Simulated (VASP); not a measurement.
**TePt: single point with PBEsol**

Crystal: TePt.

```
CELL_PARAMETERS angstrom
4.22315 0.00000 0.00000
-2.11157 3.65735 0.00000
0.00000 0.00000 5.43082
ATOMIC_POSITIONS crystal
Te 0.33333 0.66667 0.25000
Te 0.66667 0.33333 0.75000
Pt 0.00000 0.00000 0.00000
Pt 0.00000 0.00000 0.50000
```

This cell differs from its parent crystal: strain along c alone, the other axes held: -2.0 %.

```json
{
  "Program": "VASP 6.6.1",
  "Task": "single point",
  "Functional": "PBEsol",
  "Potentials or basis": "VASP PAW PBE potentials, release 64 (Te, Pt)",
  "Cutoff": "520 eV",
  "k mesh": "12 × 12 × 10",
  "Occupations": "gaussian, width 0.1 eV",
  "Spin": "no spin polarisation",
  "Dipole correction": "no",
  "Further INCAR settings": "ALGO = Normal; EDIFF = 1e-06; NBANDS = 24"
}
```

```json
{"Pressure": "3.0 GPa", "Band gap on the k mesh": "zero (band 16 reaches 10.83 eV, above the bottom of band 17 at 9.37 eV)"}
```

Stress tensor (GPa, compression positive):
```
2.09 0.00 0.00
0.00 2.09 0.00
0.00 0.00 4.85
```

Levels at points of the mesh, in eV from the Fermi level:
```tsv
k point	band 13	band 14	band 15	band 16	band 17	band 18	band 19	band 20
(0.00, 0.00, 0.00)	-1.75	-1.75	0.28	0.81	1.49	1.64	2.18	2.18
(0.50, 0.00, 0.00)	-2.66	-2.02	-1.85	-1.68	1.51	2.58	3.46	3.56
(0.00, 0.00, 0.50)	-2.65	-2.65	0.99	0.99	0.99	0.99	4.00	4.00
(0.50, 0.00, 0.50)	-3.07	-3.07	-0.51	-0.51	0.40	0.40	2.71	2.71
```

Run time: 2.2 min on 1 thread of Intel(R) Xeon(R) Platinum 8488C (Sapphire Rapids), on a shared host, peak memory 0.33 GiB.

Caveat: the cell differs from its parent crystal (strain along c alone, the other axes held: -2.0 %); the PAW data sets were made with another functional, which shifts forces and pressure a little; spin-orbit coupling is left out, which moves the levels of the heavy elements.
